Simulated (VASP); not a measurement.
# TiB2 (P6/mmm) in VASP: further runs, part 2 of 3

VASP 6.6.1.

**4. Single point, r2SCAN (8.77 Å³/atom)**

This run uses another cell than the first one, of 8.77 Å³/atom.

File POSCAR:

```
TiB2
1.0
    3.0506100280      0.0000000000      0.0000000000
   -1.5253050140      2.6419057813      0.0000000000
    0.0000000000      0.0000000000      3.2629617072
Ti B
1 2
Direct
    0.0000000000      0.0000000000      0.0000000000
    0.3333333333      0.6666666667      0.5000000000
    0.6666666667      0.3333333333      0.5000000000
```

File INCAR.step1:

```
SYSTEM = TiB2
PREC     = Accurate       ! precision mode
ENCUT    = 520            ! plane-wave cutoff, eV
ISMEAR   = 0              ! smearing method
SIGMA    = 0.1            ! smearing width, eV
LREAL    = .False.        ! projectors in reciprocal space
LASPH    = .True.         ! aspherical terms in the spheres
NELM     = 80             ! most SCF steps
NBANDS   = 16             ! bands
GGA      = PE             ! functional
ALGO     = Normal         ! electronic algorithm
EDIFF    = 1E-4           ! SCF threshold, eV
LWAVE    = .True.         ! write WAVECAR
LCHARG   = .False.        ! write CHGCAR
```

File INCAR.step2:

```
SYSTEM = TiB2
PREC     = Accurate       ! precision mode
ENCUT    = 520            ! plane-wave cutoff, eV
EDIFF    = 1E-7           ! SCF threshold, eV
ISMEAR   = 0              ! smearing method
SIGMA    = 0.1            ! smearing width, eV
LREAL    = .False.        ! projectors in reciprocal space
LASPH    = .True.         ! aspherical terms in the spheres
NELM     = 80             ! most SCF steps
ALGO     = Normal         ! electronic algorithm
ISIF     = 2              ! what is computed and relaxed
LWAVE    = .False.        ! write WAVECAR
LCHARG   = .False.        ! write CHGCAR
METAGGA  = R2SCAN         ! meta-GGA
LMIXTAU  = .True.       
NBANDS   = 16             ! bands
ISTART   = 1
```

File KPOINTS:

```
Automatic mesh
0
Gamma
  15 15 14
  0 0 0
```

Potentials or basis: VASP PAW PBE potentials, release 64 (Ti_sv, B).

On the command line:

```sh
> cat potpaw_PBE.64/Ti_sv/POTCAR potpaw_PBE.64/B/POTCAR > POTCAR
> cp INCAR.step1 INCAR
> mpirun -np 1 vasp_std > vasp.out
> cp INCAR.step2 INCAR
> mpirun -np 1 vasp_std > vasp.out
```

OUTCAR:

```text
SYSTEM = TiB2
   PREC = Accurate
   ENCUT = 520
   EDIFF = 1E-7
   ISMEAR = 0
   LREAL = .False.
   LASPH = .True.
   NELM = 80
   ISIF = 2
   METAGGA = R2SCAN
   ISTART = 1

 ion  position               nearest neighbor table
   1  0.000  0.000  0.000-   2 2.40   3 2.40   2 2.40   3 2.40   3 2.40   3 2.40   2 2.40   2 2.40
                             3 2.40   3 2.40   2 2.40   2 2.40
   2  0.333  0.667  0.500-   3 1.76   3 1.76   3 1.76   1 2.40   1 2.40   1 2.40   1 2.40   1 2.40
                             1 2.40
   3  0.667  0.333  0.500-   2 1.76   2 1.76   2 1.76   1 2.40   1 2.40   1 2.40   1 2.40   1 2.40
                             1 2.40

  LATTYP: Found a hexagonal cell.
 ALAT       =     3.0506100280
 C/A-ratio  =     1.0696095788

  Lattice vectors:

 A1 = (   3.0506100280,   0.0000000000,   0.0000000000)
 A2 = (  -1.5253050140,   2.6419057813,   0.0000000000)
 A3 = (   0.0000000000,   0.0000000000,   3.2629617072)

Analysis of symmetry for initial positions (statically):
=====================================================================
 Subroutine PRICEL returns:
 Original cell was already a primitive cell.

 Routine SETGRP: Setting up the symmetry group for a
 hexagonal supercell.

 Subroutine GETGRP returns: Found 24 space group operations
 (whereof 24 operations were pure point group operations)
 out of a pool of 24 trial point group operations.

The static configuration has the point symmetry D_6h.

Analysis of symmetry for dynamics (positions and initial velocities):
=====================================================================
 Subroutine PRICEL returns:
 Original cell was already a primitive cell.

 Routine SETGRP: Setting up the symmetry group for a
 hexagonal supercell.

 Subroutine GETGRP returns: Found 24 space group operations
 (whereof 24 operations were pure point group operations)
 out of a pool of 24 trial point group operations.
[... 116 lines left out ...]
   EMIN   =  10.00;   EMAX   =-10.00  energy-range for DOS
   EFERMI =   0.00;   METHOD = LEGACY
   ISMEAR =     0;   SIGMA  =   0.10  broadening in eV -4-tet -1-fermi 0-gaus
   EFERMI_NEDOS =   21; number of points for ismear=-14 and -15
   IALGO  =     38    algorithm
   IMIX   =      4    mixing-type and parameters
     AMIX     =   0.40;   BMIX     =  1.00
     AMIX_MAG =   1.60;   BMIX_MAG =  1.00
  volume/ion in A,a.u.               =       8.77        59.15
  Fermi-wavevector in a.u.,A,eV,Ry     =   1.442759  2.726418 28.321239  2.081552
  Thomas-Fermi vector in A             =   2.561243
   LORBIT       =      0    0 simple, 1 ext, 2 COOP (PROOUT), +10 PAW based schemes
   METAGGA = R2SCAN    functional components
   LHFCALC =     F    Hartree Fock is set to
   AEXX    =    0.0000 exact exchange contribution
   IVDW    =     0    specifies the selected vdW correction
   LEPSILON=     F    determine dielectric tensor
   LRPA    =     F    only Hartree local field effects (RPA)
 non-spin polarized calculation
 Gauss-broadening in eV      SIGMA  =   0.10
  energy-cutoff  :      520.00
  volume of cell :       26.30
 maximum number of plane-waves:       726
 NGX is ok and might be reduce to    24
   NGX = 11   NGY = 11   NGZ = 13

 number of electron      18.0000002 magnetization

 Free energy of the ion-electron system (eV)
  ---------------------------------------------------
  ext. energy  EPLUGINS =         0.00000000
  ---------------------------------------------------
  free energy    TOTEN  =       -30.95980968 eV

  energy without entropy =      -30.95798368  energy(sigma->0) =      -30.95889668

 E-fermi :   9.9014     XC(G=0): -13.6083

 val. band max:        9.8562135376   @ k =   0.0667   0.0667   0.3571
 cond. band min:       9.9085139421   @ k =   0.2000   0.2000   0.0714
 fundamental gap:      0.0523004045
 Fermi energy:         9.9013902251

 k-point     1 :       0.0000    0.0000    0.0000
  band No.  band energies     occupation
      1     -49.5925      2.00000
      2     -24.9050      2.00000
      3     -24.5846      2.00000
      4     -24.5846      2.00000
      5      -4.4701      2.00000
      6       7.1828      2.00000
[... 433 lines left out ...]
      3     -24.8322      2.00000
      4     -24.7601      2.00000
      5       0.2566      2.00000
      6       0.5568      2.00000
[... 8 lines left out ...]
     15      18.7422      0.00000
     16      19.9442      0.00000

 [... further k-points ...]
[... 5 lines left out ...]
  --------------------------------------------------------------------------------------
  -------------------------------------------------------------------------------------
  Total       -1.0601038     -1.0601038     -1.0367833      0.0000000     -0.0000000      0.0000000
  in kB      -64.5866829    -64.5866829    -63.1658824      0.0000000     -0.0000000      0.0000000
  external PRESSURE =     -64.1130828 kB  Pullay stress =       0.0000000 kB

 VOLUME and BASIS-vectors are now :
 -----------------------------------------------------------------------------
  energy-cutoff  :      520.00
  volume of cell :       26.30
      direct lattice vectors                 reciprocal lattice vectors
     3.050610028  0.000000000  0.000000000     0.327803289  0.189257317  0.000000000
    -1.525305014  2.641905781  0.000000000     0.000000000  0.378514634  0.000000000
     0.000000000  0.000000000  3.262961707     0.000000000  0.000000000  0.306470038

 POSITION                                       TOTAL-FORCE (eV/Angst)
 -----------------------------------------------------------------------------------
      0.00000      0.00000      0.00000         0.000000      0.000000     -0.000000
     -0.00000      1.76127      1.63148        -0.000000     -0.000000     -0.000000
      1.52531      0.88064      1.63148        -0.000000      0.000000      0.000000
 -----------------------------------------------------------------------------------
    total drift:                               -0.000000      0.000000      0.000000

  FREE ENERGIE OF THE ION-ELECTRON SYSTEM (eV)
  ---------------------------------------------------
  free  energy   TOTEN  =       -30.9598096831 eV

  energy  without entropy=      -30.9579836772  energy(sigma->0) =      -30.95889668
```

OUTCAR.step1:

```text
SYSTEM = TiB2
   PREC = Accurate
   ENCUT = 520
   ISMEAR = 0
   LREAL = .False.
   LASPH = .True.
   NELM = 80
[... 684 lines left out ...]
      0.00000      0.00000      0.00000        -0.000000      0.000000      0.000000
     -0.00000      1.76127      1.63148        -0.000000      0.000000     -0.000000
      1.52531      0.88064      1.63148         0.000000     -0.000000      0.000000
 -----------------------------------------------------------------------------------
    total drift:                               -0.000000      0.000000      0.000000

  FREE ENERGIE OF THE ION-ELECTRON SYSTEM (eV)
  ---------------------------------------------------
  free  energy   TOTEN  =       -24.4196131094 eV

  energy  without entropy=      -24.4176933309  energy(sigma->0) =      -24.41865322
```

Wall time 2.7 min (1 thread of Intel Xeon Platinum 8488C (Sapphire Rapids), shared host); peak memory 0.22 GiB.

What came out:

- Free energy: -30.9598 eV
- Pressure: -6.4 GPa
- Band gap on the k mesh: zero (bands 9 and 10 overlap by 0.60 eV)

Caveat: the cell stands under tension; the PAW data sets were made with another functional, which shifts forces and pressure a little.

**5. Single point, r2SCAN (9.02 Å³/atom)**

This run uses another cell than the first one, of 9.02 Å³/atom.

File POSCAR:

```
TiB2
1.0
    3.0756646205      0.0000000000      0.0000000000
   -1.5378323103      2.6636036949      0.0000000000
    0.0000000000      0.0000000000      3.3035132328
Ti B
1 2
Direct
    0.0000000000      0.0000000000      0.0000000000
    0.3333333333      0.6666666667      0.5000000000
    0.6666666667      0.3333333333      0.5000000000
```

File INCAR.step1:

```
SYSTEM = TiB2
PREC = Accurate
ENCUT = 520
ISMEAR = 0
SIGMA = 0.1
LREAL = .FALSE.
LASPH = .TRUE.
NELM = 80
NBANDS = 16
GGA = PE
ALGO = Normal
EDIFF = 1E-4
LWAVE = .TRUE.
LCHARG = .FALSE.
```

File INCAR.step2:

```
SYSTEM = TiB2
PREC = Accurate
ENCUT = 520
EDIFF = 1E-6
ISMEAR = 0
SIGMA = 0.1
LREAL = .FALSE.
LASPH = .TRUE.
NELM = 80
ALGO = Normal
ISIF = 2
LWAVE = .FALSE.
LCHARG = .FALSE.
METAGGA = R2SCAN
LMIXTAU = .TRUE.
NBANDS = 16
ISTART = 1
```

File KPOINTS:

```
Automatic mesh
0
G
  15 15 14
  0 0 0
```

Potentials or basis: VASP PAW PBE potentials, release 64 (Ti_sv, B).

On the command line:

```sh
> cat potpaw_PBE.64/Ti_sv/POTCAR potpaw_PBE.64/B/POTCAR > POTCAR
> cp INCAR.step1 INCAR
> mpirun -np 1 vasp_std > vasp.out
> cp INCAR.step2 INCAR
> mpirun -np 1 vasp_std > vasp.out
```

OUTCAR:

```text
SYSTEM = TiB2
   PREC = Accurate
   ENCUT = 520
   EDIFF = 1E-6
   ISMEAR = 0
   LREAL = .FALSE.
   LASPH = .TRUE.
   NELM = 80
   ISIF = 2
   METAGGA = R2SCAN
   ISTART = 1

 ion  position               nearest neighbor table
   1  0.000  0.000  0.000-   2 2.43   3 2.43   2 2.43   3 2.43   3 2.43   3 2.43   2 2.43   2 2.43
                             3 2.43   3 2.43   2 2.43   2 2.43
   2  0.333  0.667  0.500-   3 1.78   3 1.78   3 1.78   1 2.43   1 2.43   1 2.43   1 2.43   1 2.43
                             1 2.43
   3  0.667  0.333  0.500-   2 1.78   2 1.78   2 1.78   1 2.43   1 2.43   1 2.43   1 2.43   1 2.43
                             1 2.43

  LATTYP: Found a hexagonal cell.
 ALAT       =     3.0756646205
 C/A-ratio  =     1.0740810980

  Lattice vectors:

 A1 = (   3.0756646205,   0.0000000000,   0.0000000000)
 A2 = (  -1.5378323103,   2.6636036949,   0.0000000000)
 A3 = (   0.0000000000,   0.0000000000,   3.3035132328)

Analysis of symmetry for initial positions (statically):
=====================================================================
 Subroutine PRICEL returns:
 Original cell was already a primitive cell.

 Routine SETGRP: Setting up the symmetry group for a
 hexagonal supercell.

 Subroutine GETGRP returns: Found 24 space group operations
 (whereof 24 operations were pure point group operations)
 out of a pool of 24 trial point group operations.

The static configuration has the point symmetry D_6h.

Analysis of symmetry for dynamics (positions and initial velocities):
=====================================================================
 Subroutine PRICEL returns:
 Original cell was already a primitive cell.

 Routine SETGRP: Setting up the symmetry group for a
 hexagonal supercell.

 Subroutine GETGRP returns: Found 24 space group operations
 (whereof 24 operations were pure point group operations)
 out of a pool of 24 trial point group operations.

The dynamic configuration has the point symmetry D_6h.

 Subroutine INISYM returns: Found 24 space group operations
 (whereof 24 operations are pure point group operations),
 and found     1 'primitive' translations

----------------------------------------------------------------------------------------

                                     Primitive cell

  volume of cell :      27.0635

  direct lattice vectors                    reciprocal lattice vectors
     3.075664621  0.000000000  0.000000000     0.325132979  0.187715613  0.000000000
    -1.537832310  2.663603695  0.000000000     0.000000000  0.375431226  0.000000000
     0.000000000  0.000000000  3.303513233     0.000000000  0.000000000  0.302708035

  length of vectors
     3.075664621  3.075664621  3.303513233     0.375431226  0.375431226  0.302708035

  position of ions in fractional coordinates (direct lattice)
     0.000000000  0.000000000  0.000000000
     0.333333333  0.666666667  0.500000000
     0.666666667  0.333333333  0.500000000

  ion indices of the primitive-cell ions
   primitive index   ion index
                 1           1
                 2           2
                 3           3

----------------------------------------------------------------------------------------

 KPOINTS: Automatic mesh

Automatic generation of k-mesh.
 Grid dimensions read from file:
 generate k-points for:   15   15   14

 Generating k-lattice:

  Cartesian coordinates                     Fractional coordinates (reciprocal lattice)
     0.021675532  0.012514374  0.000000000     0.066666667  0.000000000  0.000000000
     0.000000000  0.025028748  0.000000000     0.000000000  0.066666667  0.000000000
     0.000000000  0.000000000  0.021622003     0.000000000  0.000000000  0.071428571

  Length of vectors
     0.025028748  0.025028748  0.021622003

  Shift w.r.t. Gamma in fractional coordinates (k-lattice)
     0.000000000  0.000000000  0.000000000

 Subroutine IBZKPT returns following result:
 ===========================================

 Found    216 irreducible k-points:

 Following reciprocal coordinates:
            Coordinates               Weight
  0.000000  0.000000  0.000000      1.000000
  0.066667  0.000000  0.000000      6.000000
  0.133333  0.000000  0.000000      6.000000
  0.200000 -0.000000  0.000000      6.000000
  0.266667  0.000000  0.000000      6.000000
  0.333333  0.000000  0.000000      6.000000
[... 16 lines left out ...]
  0.333333  0.200000  0.000000     12.000000
  0.400000  0.200000  0.000000      6.000000
 [... further k-points ...]
   k-points           NKPTS =    216   k-points in BZ     NKDIM =    216   number of bands    NBANDS=     16
   number of dos      NEDOS =    301   number of ions     NIONS =      3
   total plane-waves  NPLWV =  16128
   dimension x,y,z NGX =    24 NGY =   24 NGZ =   28
   dimension x,y,z NGXF=    48 NGYF=   48 NGZF=   56
   ions per type =               1   2
   NGX,Y,Z   is equivalent  to a cutoff of  12.97, 12.97, 14.09 a.u.
   NGXF,Y,Z  is equivalent  to a cutoff of  25.94, 25.94, 28.18 a.u.
 SYSTEM =  TiB2
   PREC   = accura    normal or accurate (medium, high low for compatibility)
   ISTART =      1    job   : 0-new  1-cont  2-samecut
   ICHARG =      0    charge: 1-file 2-atom 10-const
   ISPIN  =      1    spin polarized calculation?
   LNONCOLLINEAR =      F non collinear calculations
   LSORBIT =      F    spin-orbit coupling
   LASPH  =      T    aspherical Exc in radial PAW
   ENCUT  =  520.0 eV  38.22 Ry    6.18 a.u.   5.72  5.72  6.14*2*pi/ulx,y,z
   NELM   =     80;   NELMIN=  2; NELMDL=  0     # of ELM steps
   EDIFF  = 0.1E-05   stopping-criterion for ELM
   LREAL  =      F    real-space projection
   EDIFFG = 0.1E-04   stopping-criterion for IOM
   NSW    =      0    number of steps for IOM
   IBRION =     -1    ionic relax: 0-MD 1-quasi-New 2-CG
   NFREE  =      0    steps in history (QN), initial steepest desc. (CG)
   ISIF   =      2    stress and relaxation
   ISYM   =      2    0-nonsym 1-usesym 2-fastsym
   POTIM  = 0.5000    time-step for ionic-motion
   TEBEG  =    0.0;   TEEND  =   0.0 temperature during run
   PSTRESS=    0.0 pullay stress
   NELECT =      18.0000    total number of electrons
   NUPDOWN=      -1.0000    fix difference up-down
   EMIN   =  10.00;   EMAX   =-10.00  energy-range for DOS
   EFERMI =   0.00;   METHOD = LEGACY
   ISMEAR =     0;   SIGMA  =   0.10  broadening in eV -4-tet -1-fermi 0-gaus
   EFERMI_NEDOS =   21; number of points for ismear=-14 and -15
   IALGO  =     38    algorithm
   IMIX   =      4    mixing-type and parameters
     AMIX     =   0.40;   BMIX     =  1.00
     AMIX_MAG =   1.60;   BMIX_MAG =  1.00
  volume/ion in A,a.u.               =       9.02        60.88
  Fermi-wavevector in a.u.,A,eV,Ry     =   1.429017  2.700451 27.784323  2.042090
  Thomas-Fermi vector in A             =   2.549016
   LORBIT       =      0    0 simple, 1 ext, 2 COOP (PROOUT), +10 PAW based schemes
   METAGGA = R2SCAN    functional components
   LHFCALC =     F    Hartree Fock is set to
   AEXX    =    0.0000 exact exchange contribution
   IVDW    =     0    specifies the selected vdW correction
   LEPSILON=     F    determine dielectric tensor
   LRPA    =     F    only Hartree local field effects (RPA)
 non-spin polarized calculation
 Gauss-broadening in eV      SIGMA  =   0.10
  energy-cutoff  :      520.00
  volume of cell :       27.06
 maximum number of plane-waves:       744
 NGX is ok and might be reduce to    24
   NGX = 11   NGY = 11   NGZ = 13

 number of electron      17.9999993 magnetization

 Free energy of the ion-electron system (eV)
  ---------------------------------------------------
  ext. energy  EPLUGINS =         0.00000000
  ---------------------------------------------------
  free energy    TOTEN  =       -30.91455619 eV

  energy without entropy =      -30.91266669  energy(sigma->0) =      -30.91361144

 E-fermi :   9.5918     XC(G=0): -13.4525

 val. band max:        9.5900834467   @ k =   0.2000   0.2000   0.0714
 cond. band min:       9.5968406844   @ k =   0.0000   0.0000   0.2143
 fundamental gap:      0.0067572377
 Fermi energy:         9.5918313435

 k-point     1 :       0.0000    0.0000    0.0000
  band No.  band energies     occupation
      1     -49.9822      2.00000
      2     -25.2894      2.00000
      3     -24.9816      2.00000
      4     -24.9816      2.00000
      5      -4.6139      2.00000
      6       6.9059      2.00000
[... 8 lines left out ...]
     15      15.3405      0.00000
     16      16.2842      0.00000
[... 419 lines left out ...]
 k-point    24 :       0.4000    0.2000    0.0000
  band No.  band energies     occupation
      1     -49.9322      2.00000
      2     -25.2940      2.00000
      3     -25.2238      2.00000
      4     -25.1414      2.00000
      5       0.0216      2.00000
      6       0.3770      2.00000
[... 8 lines left out ...]
     15      18.1955      0.00000
     16      19.3343      0.00000

 [... further k-points ...]
[... 5 lines left out ...]
  --------------------------------------------------------------------------------------
  -------------------------------------------------------------------------------------
  Total       -2.1538091     -2.1538091     -2.1294046      0.0000000     -0.0000000      0.0000000
  in kB     -127.5067442   -127.5067443   -126.0619827      0.0000000     -0.0000000      0.0000000
  external PRESSURE =    -127.0251571 kB  Pullay stress =       0.0000000 kB

 VOLUME and BASIS-vectors are now :
 -----------------------------------------------------------------------------
  energy-cutoff  :      520.00
  volume of cell :       27.06
      direct lattice vectors                 reciprocal lattice vectors
     3.075664621  0.000000000  0.000000000     0.325132979  0.187715613  0.000000000
    -1.537832310  2.663603695  0.000000000     0.000000000  0.375431226  0.000000000
     0.000000000  0.000000000  3.303513233     0.000000000  0.000000000  0.302708035

 POSITION                                       TOTAL-FORCE (eV/Angst)
 -----------------------------------------------------------------------------------
      0.00000      0.00000      0.00000        -0.000000      0.000000      0.000000
     -0.00000      1.77574      1.65176        -0.000000     -0.000000     -0.000000
      1.53783      0.88787      1.65176         0.000000      0.000000      0.000000
 -----------------------------------------------------------------------------------
    total drift:                               -0.000000      0.000000     -0.000000

  FREE ENERGIE OF THE ION-ELECTRON SYSTEM (eV)
  ---------------------------------------------------
  free  energy   TOTEN  =       -30.9145561852 eV

  energy  without entropy=      -30.9126666853  energy(sigma->0) =      -30.91361144
```

It took 2.4 min on 1 thread of Intel Xeon Platinum 8488C (Sapphire Rapids), shared host; peak memory 0.22 GiB.

Results:

```yaml
Free_energy: -30.9146 eV
Pressure: -12.7 GPa
Band_gap_on_the_k_mesh: zero (bands 9 and 10 overlap by 0.57 eV)
```

Stress tensor (GPa, compression positive):
```
-12.75   0.00   0.00
  0.00 -12.75   0.00
  0.00   0.00 -12.61
```

Levels at points of the mesh, in eV from the Fermi level:
```
           k point  band 6  band 7  band 8  band 9  band 10  band 11  band 12  band 13
(0.00, 0.00, 0.00)   -2.69   -2.63   -2.63   -2.11     1.80     1.80     3.52     3.52
(0.00, 0.00, 0.50)   -7.94   -0.63   -0.63   -0.18    -0.18     0.41     0.41     1.51
```

Caveat: the cell stands under tension; the PAW data sets were made with another functional, which shifts forces and pressure a little.

(Part 2 of 3 ends here.)

The gap in the log of VASP goes by the Fermi energy; the results here count the filled bands.